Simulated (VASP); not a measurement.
Here is a VASP 6.6.1 calculation.

INCAR

```
ALGO     = Normal         # electronic algorithm
EDIFF    = 1E-6           # SCF threshold, eV
ENCUT    = 520            # plane-wave cutoff, eV
GGA      = PE             # functional
ISIF     = 2              # what is computed and relaxed
ISMEAR   = 0              # smearing method
LASPH    = True           # aspherical terms in the spheres
LCHARG   = False          # write CHGCAR
LREAL    = False          # projectors in reciprocal space
LWAVE    = False          # write WAVECAR
NBANDS   = 30             # bands
NELM     = 100            # most SCF steps
PREC     = Accurate       # precision mode
SIGMA    = 0.01           # smearing width, eV
```

Contents of KPOINTS:

```
k-points
0
Gamma
  4 4 4
```

The input POSCAR:

```
BaMg3S4
1.0
    5.5700415313      0.0000000000      0.0000000000
    0.0000000000      5.5700415313      0.0000000000
    0.0000000000      0.0000000000      5.5700415313
Mg S Ba
3 4 1
Direct
    0.5000000000      0.0000000000      0.0000000000
    0.0000000000      0.5000000000      0.0000000000
    0.0000000000      0.0000000000      0.5000000000
    0.0000000000      0.5000000000      0.5000000000
    0.5000000000      0.0000000000      0.5000000000
    0.5000000000      0.5000000000      0.0000000000
    0.0000000000      0.0000000000      0.0000000000
    0.5000000000      0.5000000000      0.5000000000
```

Potentials or basis: VASP PAW PBE potentials, release 64 (Mg, S, Ba_sv).

Run with:

```sh
$ cat potpaw_PBE.64/Mg/POTCAR potpaw_PBE.64/S/POTCAR potpaw_PBE.64/Ba_sv/POTCAR > POTCAR
$ mpirun -np 1 vasp_std > vasp.out
```

**Question.** What does it give for the pressure?

**Answer.** 4.7 GPa.

**Question.** Estimate the band gap on the k mesh.

**Answer.** 1.19 eV.

Caveat: the cell stands under pressure; spin-orbit coupling is left out, which moves the levels of the heavy elements.
